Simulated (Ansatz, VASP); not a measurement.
**Two plane-wave programs on C**

POSCAR

```
C
1.0
    2.4160200000     -0.0597500000      0.0124700000
   -1.2597500000      2.1572100000     -0.0294700000
    0.0432700000     -0.0931300000      8.3542200000
C
2
Direct
    0.3274700000      0.6503400000      0.0002200000
    0.6538000000      0.3207100000      0.9977100000
```

INCAR.step1

```
ALGO = Normal
EDIFF = 1E-4
ENCUT = 520
GGA = PE
ISMEAR = -1
LASPH = T
LCHARG = F
LREAL = F
LWAVE = T
NBANDS = 11
NELM = 60
PREC = Accurate
SIGMA = 0.15
```

File INCAR.step2:

```
ALGO = Normal
EDIFF = 1E-7
ENCUT = 520
ISIF = 2
ISMEAR = -1
ISTART = 1
LASPH = T
LCHARG = T
LELF = T
LMIXTAU = T
LREAL = F
LVHAR = T
LWAVE = F
METAGGA = R2SCAN
NBANDS = 11
NELM = 60
PREC = Accurate
SIGMA = 0.15
```

The input KPOINTS:

```
k-points
0
Gamma
  9 9 3
```

Input for Ansatz:

```yaml
crystal:
  lattice:
    - [2.41602, -0.05975, 0.01247]
    - [-1.25975, 2.15721, -0.02947]
    - [0.04327, -0.09313, 8.35422]
  atoms:
    - { symbol: C, position: [0.32747, 0.65034, 0.00022] }
    - { symbol: C, position: [0.6538, 0.32071, 0.99771] }
basis:
  ecutwfc: 650.0
  xc_grid: 2
kpoints:
  mp_grid:
    grid: [9, 9, 3]
hamiltonian:
  xc: r2scan
scf:
  convergence:
    dr2_threshold: 1.0e-09
  occupations:
    method: fermi_dirac
    width: 0.15
output:
  forces: true
  stress: true
```

Alike in both runs: task single point; functional r2SCAN; k mesh 9 × 9 × 3; occupations fermi-dirac, width 0.15 eV; no spin polarisation.

```csv
,VASP,Ansatz
version,VASP 6.6.1,Ansatz 0.2.0
potentials or method,"VASP PAW PBE potentials, release 64 (C), cutoff 520 eV","plane waves, PAW"
valence electrons in the cell,8,8
```

Ansatz gave:

| Quantity | Value |
| --- | --- |
| rms of the force components (eV/Å) | 0.594 |

Problem. Which values does VASP return?

Solution. rms of the force components (eV/Å): 0.590.

VASP's potentials were made for PBE, not for r2SCAN. Atom by atom the forces differ by 0.009 eV/Å (rms over components). With one functional, cell and mesh, what is left measures potentials, basis and numerics. Ansatz's warnings: stress scf threshold loose.
